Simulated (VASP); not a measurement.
# NaI (P6_3mc) in VASP: settings compared

Aim: see how the results for NaI move with the level of theory and the settings. Levels: PBE, PBEsol. Tasks: single point, relaxation of cell and atoms.

All numbers are computed with VASP 6.6.1; they aren't measurements. Logs are shortened: lines on timing, memory, paths and dates and some standing lists are left out, and cuts for length are marked.

## 1. The cell of the first run

Symmetry: P6_3mc, No. 186, hexagonal system. The conventional cell has a = 5.151 Å, b = 5.151 Å, c = 7.974 Å, α = 90.00°, β = 90.00°, γ = 120.00°. Na (site symmetry 3m) has 4 I at 3.10 to 3.11 Å within 4.1 Å. I (site symmetry 3m) has 4 Na at 3.10 to 3.11 Å within 4.1 Å.

## 2. Single point, PBE

INCAR

```
SYSTEM = NaI
  PREC = Accurate
  ENCUT = 520
  EDIFF = 1E-6
  ISMEAR = -1
  SIGMA = 0.02
  LREAL = .False.
  LASPH = .True.
  NELM = 100
  ALGO = Normal
  ISIF = 2
  LWAVE = .False.
  LCHARG = .False.
  GGA = PE
  NBANDS = 22
```

KPOINTS

```
Automatic mesh
0
Gamma
  6 6 4
  0 0 0
```

POSCAR

```
NaI
1.0
    5.1513412510      0.0000000000      0.0000000000
   -2.5756706255      4.4611923869      0.0000000000
    0.0000000000      0.0000000000      7.9736749441
Na I
2 2
Direct
    0.3333333333      0.6666666667     -0.0075855361
    0.6666666667      0.3333333333      0.4924144639
    0.3333333333      0.6666666667      0.3825855361
    0.6666666667      0.3333333333      0.8825855361
```

Potentials or basis: VASP PAW PBE potentials, release 64 (Na_pv, I).

Started as:

```sh
cat potpaw_PBE.64/Na_pv/POTCAR potpaw_PBE.64/I/POTCAR > POTCAR
mpirun -np 1 vasp_std > vasp.out
```

OUTCAR:

```text
SYSTEM = NaI
   PREC = Accurate
   ENCUT = 520
   EDIFF = 1E-6
   ISMEAR = -1
   LREAL = .False.
   LASPH = .True.
   NELM = 100
   ISIF = 2
   GGA = PE

 ion  position               nearest neighbor table
   1  0.333  0.667  0.992-   4 3.10   4 3.10   4 3.10   3 3.11
   2  0.667  0.333  0.492-   3 3.10   3 3.10   3 3.10   4 3.11
   3  0.333  0.667  0.383-   2 3.10   2 3.10   2 3.10   1 3.11
   4  0.667  0.333  0.883-   1 3.10   1 3.10   1 3.10   2 3.11

  LATTYP: Found a hexagonal cell.
 ALAT       =     5.1513412510
 C/A-ratio  =     1.5478832707

  Lattice vectors:

 A1 = (   5.1513412510,   0.0000000000,   0.0000000000)
 A2 = (  -2.5756706255,   4.4611923869,   0.0000000000)
 A3 = (   0.0000000000,   0.0000000000,   7.9736749441)

Analysis of symmetry for initial positions (statically):
=====================================================================
 Subroutine PRICEL returns:
 Original cell was already a primitive cell.

 Routine SETGRP: Setting up the symmetry group for a
 hexagonal supercell.

 Subroutine GETGRP returns: Found 12 space group operations
 (whereof  6 operations were pure point group operations)
 out of a pool of 24 trial point group operations.

The static configuration has the point symmetry C_3v.
 The point group associated with its full space group is C_6v.

Analysis of symmetry for dynamics (positions and initial velocities):
=====================================================================
 Subroutine PRICEL returns:
 Original cell was already a primitive cell.

 Routine SETGRP: Setting up the symmetry group for a
 hexagonal supercell.

 Subroutine GETGRP returns: Found 12 space group operations
 (whereof  6 operations were pure point group operations)
 out of a pool of 24 trial point group operations.

The dynamic configuration has the point symmetry C_3v.
 The point group associated with its full space group is C_6v.

 Subroutine INISYM returns: Found 12 space group operations
 (whereof  6 operations are pure point group operations),
 and found     1 'primitive' translations

----------------------------------------------------------------------------------------

                                     Primitive cell

  volume of cell :     183.2440

  direct lattice vectors                    reciprocal lattice vectors
     5.151341251  0.000000000  0.000000000     0.194124200  0.112077659  0.000000000
    -2.575670625  4.461192387  0.000000000     0.000000000  0.224155318  0.000000000
     0.000000000  0.000000000  7.973674944     0.000000000  0.000000000  0.125412687

[... 83 lines left out ...]
   EDIFF  = 0.1E-05   stopping-criterion for ELM
   LREAL  =      F    real-space projection
   EDIFFG = 0.1E-04   stopping-criterion for IOM
   NSW    =      0    number of steps for IOM
   IBRION =     -1    ionic relax: 0-MD 1-quasi-New 2-CG
   NFREE  =      0    steps in history (QN), initial steepest desc. (CG)
   ISIF   =      2    stress and relaxation
   ISYM   =      2    0-nonsym 1-usesym 2-fastsym
   POTIM  = 0.5000    time-step for ionic-motion
   TEBEG  =    0.0;   TEEND  =   0.0 temperature during run
   PSTRESS=    0.0 pullay stress
   NELECT =      28.0000    total number of electrons
   NUPDOWN=      -1.0000    fix difference up-down
   EMIN   =  10.00;   EMAX   =-10.00  energy-range for DOS
   EFERMI =   0.00;   METHOD = LEGACY
   ISMEAR =    -1;   SIGMA  =   0.02  broadening in eV -4-tet -1-fermi 0-gaus
   EFERMI_NEDOS =   21; number of points for ismear=-14 and -15
   IALGO  =     38    algorithm
   IMIX   =      4    mixing-type and parameters
     AMIX     =   0.40;   BMIX     =  1.00
     AMIX_MAG =   1.60;   BMIX_MAG =  1.00
  volume/ion in A,a.u.               =      45.81       309.15
  Fermi-wavevector in a.u.,A,eV,Ry     =   0.875221  1.653927 10.422216  0.766011
  Thomas-Fermi vector in A             =   1.994861
   LORBIT       =      0    0 simple, 1 ext, 2 COOP (PROOUT), +10 PAW based schemes
   GGA     = PE    functional components
   LHFCALC =     F    Hartree Fock is set to
   AEXX    =    0.0000 exact exchange contribution
   IVDW    =     0    specifies the selected vdW correction
   LEPSILON=     F    determine dielectric tensor
   LRPA    =     F    only Hartree local field effects (RPA)
 non-spin polarized calculation
  energy-cutoff  :      520.00
  volume of cell :      183.24
 maximum number of plane-waves:      4980
 NGX is ok and might be reduce to    40
   NGX = 19   NGY = 19   NGZ = 29

 number of electron      28.0000003 magnetization

 Free energy of the ion-electron system (eV)
  ---------------------------------------------------
  ext. energy  EPLUGINS =         0.00000000
  ---------------------------------------------------
  free energy    TOTEN  =       -10.60468932 eV

  energy without entropy =      -10.60468932  energy(sigma->0) =      -10.60468932

 E-fermi :  -0.7193     XC(G=0):  -6.3569

 val. band max:       -1.1556198657   @ k =   0.0000   0.0000   0.0000
 cond. band min:       2.5408972533   @ k =   0.0000   0.0000   0.0000
 fundamental gap:      3.6965171189
 Fermi energy:        -0.7193068795

 k-point     1 :       0.0000    0.0000    0.0000
  band No.  band energies     occupation
      1     -23.4009      2.00000
      2     -23.3986      2.00000
      3     -23.3963      2.00000
      4     -23.3963      2.00000
      5     -23.3960      2.00000
      6     -23.3960      2.00000
[... 514 lines left out ...]
     21       7.3392      0.00000
     22       7.3392      0.00000

------------------------ aborting loop because EDIFF is reached ----------------------------------------

  FORCE on cell =-STRESS in cart. coord.  units (eV):
  Direction    XX          YY          ZZ          XY          YZ          ZX
  --------------------------------------------------------------------------------------
  -------------------------------------------------------------------------------------
  Total        0.0050782      0.0050782      0.0007072     -0.0000000      0.0000000      0.0000000
  in kB        0.0444007      0.0444007      0.0061833     -0.0000000      0.0000000      0.0000000
  external PRESSURE =       0.0316616 kB  Pullay stress =       0.0000000 kB

 VOLUME and BASIS-vectors are now :
 -----------------------------------------------------------------------------
  energy-cutoff  :      520.00
  volume of cell :      183.24
      direct lattice vectors                 reciprocal lattice vectors
     5.151341251  0.000000000  0.000000000     0.194124200  0.112077659  0.000000000
    -2.575670625  4.461192387  0.000000000     0.000000000  0.224155318  0.000000000
     0.000000000  0.000000000  7.973674944     0.000000000  0.000000000  0.125412687

 POSITION                                       TOTAL-FORCE (eV/Angst)
 -----------------------------------------------------------------------------------
     -0.00000      2.97413      7.91319        -0.000000      0.000000      0.000342
      2.57567      1.48706      3.92635        -0.000000     -0.000000      0.000342
     -0.00000      2.97413      3.05061         0.000000      0.000000     -0.000342
      2.57567      1.48706      7.03745        -0.000000     -0.000000     -0.000342
 -----------------------------------------------------------------------------------
    total drift:                               -0.000000     -0.000000     -0.000650

  FREE ENERGIE OF THE ION-ELECTRON SYSTEM (eV)
  ---------------------------------------------------
  free  energy   TOTEN  =       -10.6046893232 eV

  energy  without entropy=      -10.6046893232  energy(sigma->0) =      -10.60468932
```

Wall time 34 s (1 thread of Intel Xeon 6975P-C (Granite Rapids), shared host); peak memory 0.32 GiB.

Results:

```yaml
Free_energy: -10.6047 eV
Pressure: 0.0 GPa
Band_gap_on_the_k_mesh: 3.70 eV, direct
```

Caveat: spin-orbit coupling is left out, which moves the levels of the heavy elements.

## 3. Relaxation of cell and atoms, PBE

This run uses another cell than the first one, of 37.33 Å³/atom, 0.815 times its volume.

INCAR

```
PREC = Accurate ; ENCUT = 600
EDIFF = 1E-6 ; ISMEAR = -1
SIGMA = 0.02 ; LREAL = False
LASPH = True ; NELM = 100
ALGO = Normal ; ISIF = 3
LWAVE = False ; LCHARG = False
GGA = PE ; IBRION = 2
NSW = 80 ; EDIFFG = -0.005
```

KPOINTS

```
Automatic mesh
0
Gamma
  6 6 4
```

POSCAR

```
NaI
1.0
    4.7263721084      0.0000000000      0.0000000000
   -2.3631860542      4.0931583136      0.0000000000
    0.0000000000      0.0000000000      7.7181656529
Na I
2 2
Direct
    0.3333333333      0.6666666667      0.0000000000
    0.6666666667      0.3333333333      0.5000000000
    0.3333333333      0.6666666667      0.3750000000
    0.6666666667      0.3333333333      0.8750000000
```

Potentials or basis: VASP PAW PBE potentials, release 64 (Na_pv, I).

Started as:

```sh
cat potpaw_PBE.64/Na_pv/POTCAR potpaw_PBE.64/I/POTCAR > POTCAR
mpirun -np 1 vasp_std > vasp.out
```

Run time: 4.6 min. Hardware: 1 thread of Intel Xeon 6975P-C (Granite Rapids), shared host; peak memory 0.36 GiB.

Results (log left out):

```yaml
Free_energy: -10.6037 eV
Relaxed_volume: 45.83 Å³/atom
Relaxed_cell: a = 5.147 Å, b = 5.147 Å, c = 7.990 Å, α = 90.00°, β = 90.00°, γ = 120.00°
Space_group_after_relaxing_to_0.05_Å: P6_3mc (No. 186)
Energy_gained_by_relaxing: 80.4 meV/atom
Ionic_steps: 16
Pressure_after_relaxing: 0.0 GPa
Band_gap_on_the_k_mesh: 3.70 eV, direct
```

Step by step:
```
step  energy change (eV)  largest force (eV/Å)  pressure (GPa)  volume (Å³)
   1              0.0000                0.0154            3.56       149.31
   2             -0.2636                0.0174            1.19       167.98
   3             -0.3155                0.0168            0.26       179.96
   4             -0.3186                0.0167            0.01       183.72
   5             -0.3185                0.0166           -0.03       184.45
   6             -0.3187                0.0171           -0.01       184.14
   7             -0.3190                0.0209            0.04       183.26
   8             -0.3192                0.0196            0.04       183.37
   9             -0.3197                0.0189            0.02       183.67
  10             -0.3205                0.0169           -0.02       184.29
  11             -0.3207                0.0131           -0.10       185.49
  12             -0.3208                0.0149           -0.07       185.09
  13             -0.3210                0.0121           -0.08       184.88
  14             -0.3215                0.0061           -0.04       184.25
  15             -0.3216                0.0041            0.02       182.98
  16             -0.3217                0.0010            0.01       183.31
```

Final structure:
```yaml
crystal:
  lattice:
    - [5.14709, 0.00000, 0.00000]
    - [-2.57354, 4.45751, 0.00000]
    - [0.00000, 0.00000, 7.98965]
  atoms:
    - { symbol: Na, position: [0.33333, 0.66667, 0.99275] }
    - { symbol: Na, position: [0.66667, 0.33333, 0.49275] }
    - { symbol: I, position: [0.33333, 0.66667, 0.38225] }
    - { symbol: I, position: [0.66667, 0.33333, 0.88225] }
```

Levels at points of the mesh, in eV from the valence-band top:
```
           k point  band 11  band 12  band 13  band 14  band 15  band 16  band 17  band 18
(0.00, 0.00, 0.00)    -0.30    -0.13    -0.13     0.00     3.70     5.14     7.50     7.50
(0.50, 0.00, 0.00)    -0.72    -0.53    -0.33    -0.23     5.51     5.61     6.06     7.16
(0.00, 0.00, 0.50)    -0.21    -0.21    -0.21    -0.21     4.77     4.77     7.29     7.29
(0.50, 0.00, 0.50)    -0.39    -0.39    -0.31    -0.31     5.38     5.38     6.64     6.64
```

Caveat: the volume moved by over 15 % at a fixed basis, so the end points are rough; spin-orbit coupling is left out, which moves the levels of the heavy elements. A k mesh can miss the band edges.

## 4. Relaxation of cell and atoms, PBEsol

INCAR

```
PREC = Accurate
ENCUT = 600
EDIFF = 1E-7
ISMEAR = -1
SIGMA = 0.02
LREAL = F
LASPH = T
NELM = 100
ALGO = Normal
ISIF = 3
LWAVE = F
LCHARG = F
GGA = PS
IBRION = 2
NSW = 80
EDIFFG = -0.005
```

KPOINTS

```
regular mesh
0
Gamma
  6 6 4
```

POSCAR

```
NaI
1.0
    5.1513412510      0.0000000000      0.0000000000
   -2.5756706255      4.4611923869      0.0000000000
    0.0000000000      0.0000000000      7.9736749441
Na I
2 2
Direct
    0.3333333333      0.6666666667     -0.0075855361
    0.6666666667      0.3333333333      0.4924144639
    0.3333333333      0.6666666667      0.3825855361
    0.6666666667      0.3333333333      0.8825855361
```

Started as:

```sh
cat potpaw_PBE.64/Na_pv/POTCAR potpaw_PBE.64/I/POTCAR > POTCAR
mpirun -np 1 vasp_std > vasp.out
```

Wall time 12 min (1 thread of Intel Xeon 6975P-C (Granite Rapids), shared host); peak memory 0.39 GiB.

The run converged. Its results:

- Free energy: -11.1446 eV
- Relaxed volume: 40.41 Å³/atom
- Relaxed cell: a = 5.401 Å, b = 5.401 Å, c = 6.398 Å, α = 90.00°, β = 90.00°, γ = 120.00°
- Space group after relaxing (to 0.05 Å): P6_3/mmc (No. 194)
- Energy gained by relaxing: 35.5 meV/atom
- Ionic steps: 33
- Pressure after relaxing: 0.0 GPa
- Band gap on the k mesh: 3.50 eV, direct

Forces on the atoms (eV/Å):
```
Na   0.000  0.000 -0.002
Na   0.000  0.000 -0.002
I    0.000  0.000  0.002
I    0.000  0.000  0.002
```

The path:
```csv
step,energy change (eV),largest force (eV/Å),pressure (GPa),volume (Å³)
1,0.0000,0.0008,-0.43,183.24
2,-0.0071,0.0047,-0.26,179.98
3,-0.0108,0.0116,-0.03,176.02
4,-0.0109,0.0124,0.01,175.55
5,-0.0109,0.0121,-0.01,175.70
6,-0.0110,0.0134,0.00,175.68
7,-0.0112,0.0175,-0.01,175.63
8,-0.0116,0.0258,-0.01,175.50
9,-0.0122,0.0436,-0.01,175.24
10,-0.0119,0.0845,-0.01,174.65
11,-0.0122,0.0609,-0.01,174.99
12,-0.0123,0.0607,-0.01,174.98
13,-0.0124,0.0612,-0.01,174.95
14,-0.0126,0.0619,-0.01,174.89
15,-0.0132,0.0639,-0.01,174.76
16,-0.0143,0.0671,-0.02,174.50
17,-0.0169,0.0759,-0.03,173.95
18,-0.0241,0.1007,-0.07,172.73
19,-0.0496,0.1739,-0.14,169.81
20,-0.0704,0.1821,0.39,161.98
21,-0.0651,0.2648,-0.08,167.20
22,-0.0822,0.2822,0.05,164.72
23,-0.0813,0.2627,0.19,163.39
24,-0.0824,0.2700,0.15,163.71
25,-0.1304,0.0819,-0.27,165.83
26,-0.1317,0.0588,-0.33,166.25
27,-0.1386,0.0453,0.02,161.41
28,-0.1387,0.0438,0.06,160.95
29,-0.1404,0.0332,0.05,160.99
30,-0.1416,0.0089,0.05,161.05
31,-0.1418,0.0023,-0.04,162.12
32,-0.1419,0.0041,-0.02,161.83
33,-0.1419,0.0020,0.00,161.64
```

Final structure:
```
Na I
1.0
     5.40100    0.00000    0.00000
    -2.70050    4.67740    0.00000
     0.00000    0.00000    6.39847
Na I
2 2
Direct
  0.33333 0.66667 0.93767
  0.66667 0.33333 0.43767
  0.33333 0.66667 0.43733
  0.66667 0.33333 0.93733
```

Levels at points of the mesh, in eV from the valence-band top:
| k point | band 10 | band 11 | band 12 | band 13 | band 14 | band 15 | band 16 | band 17 | band 18 |
| --- | --- | --- | --- | --- | --- | --- | --- | --- | --- |
| (0.00, 0.00, 0.00) | -0.96 | -0.96 | -0.37 | -0.37 | 0.00 | 3.50 | 4.70 | 6.76 | 6.76 |
| (0.50, 0.00, 0.00) | -1.22 | -1.21 | -0.99 | -0.66 | -0.29 | 4.98 | 5.44 | 6.46 | 6.83 |
| (0.00, 0.00, 0.50) | -1.14 | -0.68 | -0.68 | -0.68 | -0.68 | 5.09 | 5.09 | 6.60 | 6.60 |
| (0.50, 0.00, 0.50) | -1.87 | -0.81 | -0.81 | -0.29 | -0.29 | 5.30 | 5.30 | 7.05 | 7.05 |

Caveat: the PAW data sets were made with another functional, which shifts forces and pressure a little; spin-orbit coupling is left out, which moves the levels of the heavy elements.

## 5. Overview

```tsv
task	level	cell	cutoff (eV)	gap on the mesh (eV)	pressure (GPa)	relaxed volume (Å³/atom)
single point	PBE	a = 5.151, b = 5.151, c = 7.974 Å, angles 90.0, 90.0, 120.0°, 4 atoms	520	3.70	0.0	-
relaxation of cell and atoms	PBE	relaxed from a = 4.726, b = 4.726, c = 7.718 Å, angles 90.0, 90.0, 120.0°, 4 atoms	600	3.70	0.0	45.83
relaxation of cell and atoms	PBEsol	relaxed from a = 5.151, b = 5.151, c = 7.974 Å, angles 90.0, 90.0, 120.0°, 4 atoms	600	3.50	0.0	40.41
```

Alike in all rows: potentials or basis VASP PAW PBE potentials, release 64 (Na_pv, I); no spin polarisation; k mesh 6 × 6 × 4; smearing fermi-dirac 0.02 eV.

Caveats: spin-orbit coupling is left out, which moves the levels of the heavy elements; the volume moved by over 15 % at a fixed basis, so the end points are rough (some runs); the PAW data sets were made with another functional, which shifts forces and pressure a little (some runs).

Absolute energies hang on the potentials; compare differences alone.
